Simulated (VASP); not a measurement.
TaSb4Au: relaxation of cell and atoms with PBE

The system is TaSb4Au.

```
Ta Sb Au
1.0
     0.00000    4.13401    4.13401
     4.13401    0.00000    4.13401
     4.13401    4.13401    0.00000
Ta Sb Au
1 4 1
Cartesian
  6.2010 6.2010 6.2010
  5.1691 5.1691 3.0989
  3.0989 5.1691 5.1691
  3.0989 3.0989 3.0989
  5.1691 3.0989 5.1691
  0.0000 0.0000 0.0000
```

```yaml
Program: VASP 6.6.1
Task: relaxation of cell and atoms
Functional: PBE
Potentials_or_basis: VASP PAW PBE potentials, release 64 (Ta_pv, Sb, Au)
Cutoff: 600 eV
k_mesh: 4 × 4 × 4
Occupations: gaussian, width 0.1 eV
Spin: no spin polarisation
Dipole_correction: no
Further_INCAR_settings: ALGO = Normal; EDIFF = 1e-07; IBRION = 2; EDIFFG = -0.04; NSW = 90; ISIF = 3
```

| Item | Value |
| --- | --- |
| Relaxed volume | 25.49 Å³/atom |
| Relaxed cell | a = 6.003 Å, b = 6.003 Å, c = 6.003 Å, α = 60.00°, β = 60.00°, γ = 60.00° |
| Space group after relaxing (to 0.05 Å) | F-43m (No. 216) |
| Energy gained by relaxing | 38.0 meV/atom |
| Ionic steps | 3 |
| Pressure after relaxing | 0.0 GPa |
| Largest force after relaxing | 0.013 eV/Å |
| Band gap on the k mesh | zero (band 21 reaches 8.23 eV, above the bottom of band 22 at 6.96 eV) |

Forces in eV/Å, atoms in the order of the input:
```
Ta   0.000  0.000  0.000
Sb  -0.007 -0.007  0.007
Sb   0.007 -0.007 -0.007
Sb   0.007  0.007  0.007
Sb  -0.007  0.007 -0.007
Au   0.000  0.000  0.000
```

The path:
```tsv
step	energy change (eV)	largest force (eV/Å)	pressure (GPa)	volume (Å³)
1	0.0000	0.2521	6.70	141.30
2	-0.1112	0.0881	-3.67	162.40
3	-0.2277	0.0128	-0.03	152.95
```

Final structure:
```yaml
crystal:
  lattice:
    - [0.00000, 4.24462, 4.24462]
    - [4.24462, 0.00000, 4.24462]
    - [4.24462, 4.24462, 0.00000]
  atoms:
    - { symbol: Ta, position: [0.75000, 0.75000, 0.75000] }
    - { symbol: Sb, position: [0.37530, 0.37530, 0.87410] }
    - { symbol: Sb, position: [0.87410, 0.37530, 0.37530] }
    - { symbol: Sb, position: [0.37530, 0.37530, 0.37530] }
    - { symbol: Sb, position: [0.37530, 0.87410, 0.37530] }
    - { symbol: Au, position: [0.00000, 0.00000, 0.00000] }
```

Levels at points of the mesh, in eV from the Fermi level:
| k point | band 18 | band 19 | band 20 | band 21 | band 22 | band 23 | band 24 | band 25 |
| --- | --- | --- | --- | --- | --- | --- | --- | --- |
| (0.00, 0.00, 0.00) | -2.05 | -2.05 | 0.56 | 0.56 | 0.56 | 0.88 | 1.64 | 1.80 |
| (0.50, 0.00, 0.00) | -1.62 | -1.50 | -0.87 | -0.70 | -0.70 | 0.51 | 0.61 | 0.61 |
| (0.50, 0.50, 0.00) | -1.49 | -1.49 | -1.00 | -1.00 | 0.20 | 0.45 | 0.55 | 0.55 |

It took 99 s on 1 thread of Intel(R) Xeon(R) 6975P-C (Granite Rapids), on a shared host, peak memory 0.35 GiB.

Caveat: spin-orbit coupling is left out, which moves the levels of the heavy elements.
